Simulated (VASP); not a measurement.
A run of VASP 6.6.1:

INCAR

```
PREC = Accurate ; ENCUT = 600
EDIFF = 1E-6 ; ISMEAR = 0
SIGMA = 0.1 ; LREAL = F
LASPH = T ; NELM = 100
ALGO = Fast ; ISIF = 3
LWAVE = F ; LCHARG = F
GGA = PE ; IBRION = 2
NSW = 100 ; EDIFFG = -0.01
```

KPOINTS

```
Automatic mesh
0
Gamma
  8 8 8
```

POSCAR

```
Hf4Te
1.0
   -3.2264149660      3.2264149660      3.2264149660
    3.2264149660     -3.2264149660      3.2264149660
    3.2264149660      3.2264149660     -3.2264149660
Hf Te
4 1
Direct
    0.0000000000      0.0000000000      0.5000000000
    0.0000000000      0.5000000000      0.0000000000
    0.5000000000      0.0000000000      0.0000000000
    0.5000000000      0.5000000000      0.5000000000
    0.0000000000      0.0000000000      0.0000000000
```

Potentials or basis: VASP PAW PBE potentials, release 64 (Hf_pv, Te).

Run with:

```sh
$ cat potpaw_PBE.64/Hf_pv/POTCAR potpaw_PBE.64/Te/POTCAR > POTCAR
$ mpirun -np 1 vasp_std > vasp.out
```

Hardware: 1 thread of Intel(R) Xeon(R) 6975P-C (Granite Rapids), with other jobs on the host.

**Question.** How long does it take, and how much memory?

**Answer.** It took 2 min on 1 thread of Intel(R) Xeon(R) 6975P-C (Granite Rapids), on a shared host, peak memory 0.39 GiB. Counts: scf iterations 21, k points 29, ion steps 1.
